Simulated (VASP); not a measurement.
# GaN (I-4m2) in VASP: a series of runs, part 2 of 3

VASP 6.6.1.

## (4) Single point, r2SCAN (strain +0.025 along x and y, +0.050 along z)

The input, POSCAR:

```
GaN
1.0
    0.0000000000      2.3098381227      2.3661756379
    2.3098381227      0.0000000000      2.3661756379
    2.3098381227      2.3098381227      0.0000000000
Ga N
1 1
Direct
    0.0000000000      0.0000000000      0.0000000000
    0.7500000000      0.7500000000      0.7500000000
```

The input, INCAR.step1:

```
ALGO     = Normal         # electronic algorithm
EDIFF    = 1E-4           # SCF threshold, eV
ENCUT    = 520            # plane-wave cutoff, eV
GGA      = PE             # functional
ISMEAR   = 0              # smearing method
LASPH    = T              # aspherical terms in the spheres
LCHARG   = F              # write CHGCAR
LREAL    = F              # projectors in reciprocal space
LWAVE    = T              # write WAVECAR
NBANDS   = 16             # bands
NELM     = 100            # most SCF steps
PREC     = Accurate       # precision mode
SIGMA    = 0.05           # smearing width, eV
```

The input, INCAR.step2:

```
ALGO     = Normal         # electronic algorithm
EDIFF    = 1E-7           # SCF threshold, eV
ENCUT    = 520            # plane-wave cutoff, eV
ISIF     = 2              # what is computed and relaxed
ISMEAR   = 0              # smearing method
ISTART   = 1            
LASPH    = T              # aspherical terms in the spheres
LCHARG   = F              # write CHGCAR
LMIXTAU  = T            
LREAL    = F              # projectors in reciprocal space
LWAVE    = F              # write WAVECAR
METAGGA  = R2SCAN         # meta-GGA
NBANDS   = 16             # bands
NELM     = 100            # most SCF steps
PREC     = Accurate       # precision mode
SIGMA    = 0.05           # smearing width, eV
```

The input, KPOINTS:

```
k-points
0
Gamma
  10 10 10
```

Potentials or basis: VASP PAW PBE potentials, release 64 (Ga_d, N).

Command:

```
$ cat potpaw_PBE.64/Ga_d/POTCAR potpaw_PBE.64/N/POTCAR > POTCAR
$ cp INCAR.step1 INCAR
$ mpirun -np 1 vasp_std > vasp.out
$ cp INCAR.step2 INCAR
$ mpirun -np 1 vasp_std > vasp.out
```

OUTCAR:

```text
EDIFF = 1E-7
   ENCUT = 520
   ISIF = 2
   ISMEAR = 0
   ISTART = 1
   LASPH = T
   LREAL = F
   METAGGA = R2SCAN
   NELM = 100
   PREC = Accurate

 ion  position               nearest neighbor table
   1  0.000  0.000  0.000-   2 2.02   2 2.02   2 2.02   2 2.02
   2  0.750  0.750  0.750-   1 2.02   1 2.02   1 2.02   1 2.02

  LATTYP: Found a body centered tetragonal cell.
 ALAT       =     3.2666044000
 C/A-ratio  =     1.4487065761

  Lattice vectors:

 A1 = (  -2.3098381227,   0.0000000000,   2.3661756379)
 A2 = (   2.3098381227,   0.0000000000,   2.3661756379)
 A3 = (   0.0000000000,   2.3098381227,  -2.3661756379)

Analysis of symmetry for initial positions (statically):
=====================================================================
 Subroutine PRICEL returns:
 Original cell was already a primitive cell.

 Routine SETGRP: Setting up the symmetry group for a
 body centered tetragonal supercell.

 Subroutine GETGRP returns: Found  8 space group operations
 (whereof  8 operations were pure point group operations)
 out of a pool of 16 trial point group operations.

The static configuration has the point symmetry D_2d.

Analysis of symmetry for dynamics (positions and initial velocities):
=====================================================================
 Subroutine PRICEL returns:
 Original cell was already a primitive cell.

 Routine SETGRP: Setting up the symmetry group for a
 body centered tetragonal supercell.

 Subroutine GETGRP returns: Found  8 space group operations
 (whereof  8 operations were pure point group operations)
 out of a pool of 16 trial point group operations.

The dynamic configuration has the point symmetry D_2d.

 Subroutine INISYM returns: Found  8 space group operations
 (whereof  8 operations are pure point group operations),
 and found     1 'primitive' translations

----------------------------------------------------------------------------------------

                                     Primitive cell

  volume of cell :      25.2488

  direct lattice vectors                    reciprocal lattice vectors
     0.000000000  2.309838123  2.366175638    -0.216465386  0.216465386  0.211311448
     2.309838123  0.000000000  2.366175638     0.216465386 -0.216465386  0.211311448
     2.309838123  2.309838123  0.000000000     0.216465386  0.216465386 -0.211311448

  length of vectors
     3.306681010  3.306681010  3.266604400     0.371977223  0.371977223  0.371977223

  position of ions in fractional coordinates (direct lattice)
     0.000000000  0.000000000  0.000000000
     0.750000000  0.750000000  0.750000000

  ion indices of the primitive-cell ions
   primitive index   ion index
                 1           1
                 2           2

----------------------------------------------------------------------------------------

 KPOINTS: k-points

Automatic generation of k-mesh.
 Grid dimensions read from file:
 generate k-points for:   10   10   10

 Generating k-lattice:

  Cartesian coordinates                     Fractional coordinates (reciprocal lattice)
    -0.021646539  0.021646539  0.021131145     0.100000000  0.000000000  0.000000000
     0.021646539 -0.021646539  0.021131145     0.000000000  0.100000000  0.000000000
     0.021646539  0.021646539 -0.021131145    -0.000000000 -0.000000000  0.100000000

  Length of vectors
     0.037197722  0.037197722  0.037197722

  Shift w.r.t. Gamma in fractional coordinates (k-lattice)
     0.000000000  0.000000000  0.000000000

 Subroutine IBZKPT returns following result:
 ===========================================

 Found    102 irreducible k-points:

 Following reciprocal coordinates:
            Coordinates               Weight
  0.000000  0.000000  0.000000      1.000000
  0.100000  0.000000  0.000000      8.000000
  0.200000  0.000000  0.000000      8.000000
  0.300000  0.000000  0.000000      8.000000
  0.400000 -0.000000  0.000000      8.000000
  0.500000 -0.000000  0.000000      4.000000
[... 16 lines left out ...]
  0.300000  0.300000  0.000000      2.000000
  0.400000  0.300000  0.000000      8.000000
 [... further k-points ...]
   k-points           NKPTS =    102   k-points in BZ     NKDIM =    102   number of bands    NBANDS=     16
   number of dos      NEDOS =    301   number of ions     NIONS =      2
   total plane-waves  NPLWV =  18816
   dimension x,y,z NGX =    28 NGY =   28 NGZ =   24
   dimension x,y,z NGXF=    56 NGYF=   56 NGZF=   48
   ions per type =               1   1
   NGX,Y,Z   is equivalent  to a cutoff of  14.08, 14.08, 12.21 a.u.
   NGXF,Y,Z  is equivalent  to a cutoff of  28.15, 28.15, 24.43 a.u.
 SYSTEM =  unknown system
   PREC   = accura    normal or accurate (medium, high low for compatibility)
   ISTART =      1    job   : 0-new  1-cont  2-samecut
   ICHARG =      0    charge: 1-file 2-atom 10-const
   ISPIN  =      1    spin polarized calculation?
   LNONCOLLINEAR =      F non collinear calculations
   LSORBIT =      F    spin-orbit coupling
   LASPH  =      T    aspherical Exc in radial PAW
   ENCUT  =  520.0 eV  38.22 Ry    6.18 a.u.   6.15  6.15  6.07*2*pi/ulx,y,z
   NELM   =    100;   NELMIN=  2; NELMDL=  0     # of ELM steps
   EDIFF  = 0.1E-06   stopping-criterion for ELM
   LREAL  =      F    real-space projection
   EDIFFG = 0.1E-05   stopping-criterion for IOM
   NSW    =      0    number of steps for IOM
   IBRION =     -1    ionic relax: 0-MD 1-quasi-New 2-CG
   NFREE  =      0    steps in history (QN), initial steepest desc. (CG)
   ISIF   =      2    stress and relaxation
   ISYM   =      2    0-nonsym 1-usesym 2-fastsym
   POTIM  = 0.5000    time-step for ionic-motion
   TEBEG  =    0.0;   TEEND  =   0.0 temperature during run
   PSTRESS=    0.0 pullay stress
   NELECT =      18.0000    total number of electrons
   NUPDOWN=      -1.0000    fix difference up-down
   EMIN   =  10.00;   EMAX   =-10.00  energy-range for DOS
   EFERMI =   0.00;   METHOD = LEGACY
   ISMEAR =     0;   SIGMA  =   0.05  broadening in eV -4-tet -1-fermi 0-gaus
   EFERMI_NEDOS =   21; number of points for ismear=-14 and -15
   IALGO  =     38    algorithm
   IMIX   =      4    mixing-type and parameters
     AMIX     =   0.40;   BMIX     =  1.00
     AMIX_MAG =   1.60;   BMIX_MAG =  1.00
  volume/ion in A,a.u.               =      12.62        85.19
  Fermi-wavevector in a.u.,A,eV,Ry     =   1.462466  2.763659 29.100215  2.138805
  Thomas-Fermi vector in A             =   2.578676
   LORBIT       =      0    0 simple, 1 ext, 2 COOP (PROOUT), +10 PAW based schemes
   METAGGA = R2SCAN    functional components
   LHFCALC =     F    Hartree Fock is set to
   AEXX    =    0.0000 exact exchange contribution
   IVDW    =     0    specifies the selected vdW correction
   LEPSILON=     F    determine dielectric tensor
   LRPA    =     F    only Hartree local field effects (RPA)
 non-spin polarized calculation
 Gauss-broadening in eV      SIGMA  =   0.05
  energy-cutoff  :      520.00
  volume of cell :       25.25
 maximum number of plane-waves:       692
 NGX is ok and might be reduce to    28
   NGX = 13   NGY = 13   NGZ = 13

 number of electron      18.0000003 magnetization

 Free energy of the ion-electron system (eV)
  ---------------------------------------------------
  ext. energy  EPLUGINS =         0.00000000
  ---------------------------------------------------
  free energy    TOTEN  =       -21.76882268 eV

  energy without entropy =      -21.76882268  energy(sigma->0) =      -21.76882268

 E-fermi :   4.2417     XC(G=0): -12.0683

 val. band max:        4.0448426127   @ k =   0.0000   0.0000   0.0000
 cond. band min:       5.4708860127   @ k =   0.0000   0.0000   0.0000
 fundamental gap:      1.4260434000
 Fermi energy:         4.2417459487

 k-point     1 :       0.0000    0.0000    0.0000
  band No.  band energies     occupation
      1     -11.9286      2.00000
      2      -9.8088      2.00000
      3      -9.7866      2.00000
      4      -9.7863      2.00000
      5      -9.5377      2.00000
      6      -9.5348      2.00000
[... 8 lines left out ...]
     15      22.4631      0.00000
     16      23.2116      0.00000
[... 419 lines left out ...]
 k-point    24 :       0.4000    0.3000    0.0000
  band No.  band energies     occupation
      1     -11.2074      2.00000
      2      -9.6605      2.00000
      3      -9.6156      2.00000
      4      -9.6116      2.00000
      5      -9.4957      2.00000
      6      -8.6637      2.00000
[... 8 lines left out ...]
     15      25.7859      0.00000
     16      26.4402      0.00000

 [... further k-points ...]

------------------------ aborting loop because EDIFF is reached ----------------------------------------

  FORCE on cell =-STRESS in cart. coord.  units (eV):
  Direction    XX          YY          ZZ          XY          YZ          ZX
  --------------------------------------------------------------------------------------
  -------------------------------------------------------------------------------------
  Total       -2.2827940     -2.2827940     -2.8189139      0.0000000      0.0000000      0.0000000
  in kB     -144.8562482   -144.8562482   -178.8761023      0.0000000      0.0000000      0.0000000
  external PRESSURE =    -156.1961996 kB  Pullay stress =       0.0000000 kB

 VOLUME and BASIS-vectors are now :
 -----------------------------------------------------------------------------
  energy-cutoff  :      520.00
  volume of cell :       25.25
      direct lattice vectors                 reciprocal lattice vectors
     0.000000000  2.309838123  2.366175638    -0.216465386  0.216465386  0.211311448
     2.309838123  0.000000000  2.366175638     0.216465386 -0.216465386  0.211311448
     2.309838123  2.309838123  0.000000000     0.216465386  0.216465386 -0.211311448

 POSITION                                       TOTAL-FORCE (eV/Angst)
 -----------------------------------------------------------------------------------
      0.00000      0.00000      0.00000         0.000000      0.000000      0.000000
      3.46476      3.46476      3.54926        -0.000000     -0.000000      0.000000
 -----------------------------------------------------------------------------------
    total drift:                               -0.000056     -0.000056      0.000093

  FREE ENERGIE OF THE ION-ELECTRON SYSTEM (eV)
  ---------------------------------------------------
  free  energy   TOTEN  =       -21.7688226787 eV

  energy  without entropy=      -21.7688226787  energy(sigma->0) =      -21.76882268
```

It took 92 s on 1 thread of Intel Xeon 6975P-C (Granite Rapids), shared host; peak memory 0.18 GiB.

Results:

```yaml
Free_energy: -21.7688 eV
Pressure: -15.6 GPa
Band_gap_on_the_k_mesh: 1.43 eV
```

Caveat: the cell differs from its parent crystal (strain +0.025 along x and y, +0.050 along z); the cell stands under tension; the PAW data sets were made with another functional, which shifts forces and pressure a little.

(Part 2 of 3 ends here.)
